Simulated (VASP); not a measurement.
Input of a VASP 6.6.1 run:

The input POSCAR:

```
Be
1.0
    3.7468140000      0.0000000000      0.0000000000
    0.0000000000      3.7468140000      0.0000000000
    0.0000000000      0.0000000000      2.2812800000
Be
4
Direct
    0.2974080000      0.2974080000      0.0000000000
    0.7025920000      0.7025920000      0.0000000000
    0.2025920000      0.7974080000      0.5000000000
    0.7974080000      0.2025920000      0.5000000000
```

Contents of INCAR.step1:

```
SYSTEM = Be
ALGO = Normal
EDIFF = 1E-5
ENCUT = 660
GGA = PE
GGA_COMPAT = .FALSE.
ISMEAR = -1
LASPH = .TRUE.
LCHARG = .FALSE.
LREAL = .FALSE.
LWAVE = .TRUE.
NBANDS = 12
NELM = 120
PREC = Accurate
SIGMA = 0.15
```

The input INCAR.step2:

```
SYSTEM = Be
ALGO = Normal
EDIFF = 1E-6
ENCUT = 660
GGA_COMPAT = .FALSE.
ISIF = 2
ISMEAR = -1
ISTART = 1
LASPH = .TRUE.
LCHARG = .FALSE.
LMIXTAU = .TRUE.
LREAL = .FALSE.
LWAVE = .FALSE.
METAGGA = R2SCAN
NBANDS = 12
NELM = 120
PREC = Accurate
SIGMA = 0.15
```

Contents of KPOINTS:

```
k-points
0
G
  6 6 10
  0 0 0
```

Potentials or basis: VASP PAW PBE potentials, release 64 (Be).

Run with:

```bash
$ cat potpaw_PBE.64/Be/POTCAR > POTCAR
$ cp INCAR.step1 INCAR
$ mpirun -np 1 vasp_std > vasp.out
$ cp INCAR.step2 INCAR
$ mpirun -np 1 vasp_std > vasp.out
```

**Question.** Estimate the band gap on the k mesh.

**Answer.** Zero (bands 4 and 5 overlap by 2.23 eV).

**Question.** Predict the pressure.

**Answer.** 0.3 GPa.

**Question.** What does it give for the largest force?

**Answer.** 0.048 eV/Å.

Stress tensor (GPa, compression positive):
```
-0.39  0.00  0.00
 0.00 -0.39  0.00
 0.00  0.00  1.61
```

Caveat: the PAW data sets were made with another functional, which shifts forces and pressure a little.
